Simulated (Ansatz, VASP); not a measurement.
## One calculation of CsH3, two programs

```
Cs H
1.0
    -1.88791    1.88791    5.23610
     1.88791   -1.88791    5.23610
     1.88791    1.88791   -5.23610
Cs H
1 3
Direct
  0.00000 0.00000 0.00000
  0.50000 0.50000 0.00000
  0.75000 0.25000 0.50000
  0.25000 0.75000 0.50000
```

Change from the starting cell: species swapped into the NbGa3 type (I4/mmm, No. 139).

Alike in both runs: functional PBE; k mesh 16 × 16 × 16; occupations gaussian, width 0.1 eV; no spin polarisation.

Ansatz relaxed the structure, and its values are those at the end. VASP's run is a single point on that final structure, the one shown.

|  | VASP | Ansatz |
| --- | --- | --- |
| version | VASP 6.6.1 | Ansatz 0.2.0 |
| potentials or method | VASP PAW PBE potentials, release 64 (Cs_sv, H), cutoff 520 eV | scalar-relativistic, plane waves, PAW |
| valence electrons in the cell | 12 | 12 |

```csv
,VASP,Ansatz,Ansatz less VASP
gap on the k mesh at the Fermi level (eV),none,none,-
pressure (GPa),0.0,0.0,-0.01
```

A gap of «none» marks a metal or a gap that the smearing closes.

Spin-orbit coupling is off throughout.
